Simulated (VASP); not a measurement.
AlP:

```xyz
2
Lattice="0.0000 2.7393 2.7842 2.7393 0.0000 2.7842 2.7393 2.7393 0.0000" Properties=species:S:1:pos:R:3 pbc="T T T"
Al    0.0000    0.0000    0.0000
P     1.3696    1.3696    1.3921
```

This cell differs from its parent crystal: uniaxial z strain +1.6%.

Base run:

```yaml
Program: VASP 6.6.1
Functional: PBE
Potentials_or_basis: VASP PAW PBE potentials, release 64 (Al, P)
Cutoff: 500 eV
k_mesh: 8 × 8 × 8
Occupations: fermi-dirac, width 0.02 eV
Spin: no spin polarisation
```

Its results: band gap on the k mesh 1.58 eV (least direct gap 3.05 eV); pressure -0.1 GPa.

Problem. The run is repeated on the same cell with these changes: functional from PBE to r2SCAN; cutoff from 500 eV to 550 eV; occupations from fermi-dirac, width 0.02 eV to gaussian, width 0.01 eV. What comes out?

Solution. Band gap on the k mesh 1.90 eV (least direct gap 3.73 eV); pressure -1.7 GPa.

Caveats: the PAW data sets were made with another functional, which shifts forces and pressure a little (at least some runs).

A k mesh can miss the band edges.
